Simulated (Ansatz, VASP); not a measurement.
**Two plane-wave programs on TeW**

```
CELL_PARAMETERS angstrom
0.00000 2.91242 2.91242
2.91242 0.00000 2.91242
2.91242 2.91242 0.00000
ATOMIC_POSITIONS crystal
W 0.00000 0.00000 0.00000
Te 0.25000 0.25000 0.25000
```

Alike in both runs: task single point; functional PBE; k mesh 6 × 6 × 6; occupations gaussian, width 0.1 eV; collinear spin.

|  | VASP | Ansatz |
| --- | --- | --- |
| version | VASP 6.6.1 | Ansatz 0.2.0 |
| potentials or method | VASP PAW PBE potentials, release 64 (W_sv, Te), cutoff 520 eV | scalar-relativistic, plane waves, PAW |
| valence electrons in the cell | 20 | 30 |

|  | VASP | Ansatz | Ansatz less VASP |
| --- | --- | --- | --- |
| gap on the k mesh at the Fermi level (eV) | none | none | - |
| pressure (GPa) | 19.3 | 19.4 | +0.02 |
| net moment per atom (μB) | 0.69 | 0.69 | 0.000 |
| size of the moment on the site where the two differ most (μB) | 1.07 | 0.85 | -0.220 |

Site moments also hang on the region over which each program counts them. A gap of «none» marks a metal or a gap that the smearing closes. VASP's potentials hold 20 valence electrons a cell and Ansatz's 30, so a difference there can come from the potentials and not from the codes. Ansatz's warnings: stability check not made.

Spin-orbit coupling is off throughout.
